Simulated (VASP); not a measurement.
**FeSi: single point with LDA**

FeSi:

```
Fe Si
1.0
     4.36896    0.00000    0.00000
     0.00000    4.36896    0.00000
     0.00000    0.00000    4.36896
Fe Si
4 4
Cartesian
  0.5977 0.5977 0.5977
  1.5868 3.7712 2.7822
  2.7822 1.5868 3.7712
  3.7712 2.7822 1.5868
  3.6735 3.6735 3.6735
  2.8800 0.6955 1.4890
  1.4890 2.8800 0.6955
  0.6955 1.4890 2.8800
```

```json
{
 "Program": "VASP 6.6.1",
 "Task": "single point",
 "Functional": "LDA",
 "Potentials or basis": "VASP PAW LDA potentials, release 64 (Fe, Si)",
 "Cutoff": "520 eV",
 "k mesh": "8 × 8 × 8",
 "Occupations": "gaussian, width 0.01 eV",
 "Spin": "no spin polarisation"
}
```

```yaml
Pressure: 0.9 GPa
Largest_force: 0.049 eV/Å
Band_gap_on_the_k_mesh: 0.13 eV, indirect (least direct gap 0.16 eV)
```

Forces in eV/Å, atoms in the order of the input:
```
Fe   0.028  0.028  0.028
Fe  -0.028 -0.028  0.028
Fe   0.028 -0.028 -0.028
Fe  -0.028  0.028 -0.028
Si   0.004  0.004  0.004
Si  -0.004 -0.004  0.004
Si   0.004 -0.004 -0.004
Si  -0.004  0.004 -0.004
```

Levels at points of the mesh, in eV from the valence-band top:
| k point | band 20 | band 21 | band 22 | band 23 | band 24 | band 25 | band 26 | band 27 | band 28 | band 29 |
| --- | --- | --- | --- | --- | --- | --- | --- | --- | --- | --- |
| (0.00, 0.00, 0.00) | -0.29 | -0.29 | -0.29 | -0.05 | -0.05 | 0.69 | 0.69 | 0.69 | 3.31 | 3.31 |
| (0.50, 0.00, 0.00) | -1.34 | -0.41 | -0.41 | -0.02 | -0.02 | 0.18 | 0.18 | 1.83 | 1.83 | 2.45 |
| (0.50, 0.50, 0.00) | -1.39 | -1.09 | -1.09 | -0.38 | -0.38 | 0.66 | 0.66 | 1.38 | 1.38 | 2.96 |
| (0.50, 0.50, 0.50) | -0.81 | -0.71 | -0.71 | -0.71 | -0.71 | 0.49 | 0.49 | 0.49 | 0.49 | 5.97 |

Run time: 51 s on 1 thread of AMD EPYC 9R45 96-Core Processor (Zen 5), on a shared host, peak memory 0.19 GiB.

A k mesh can miss the band edges. Spin polarisation is off, so any magnetic state and its effect on volume and gap are missing.
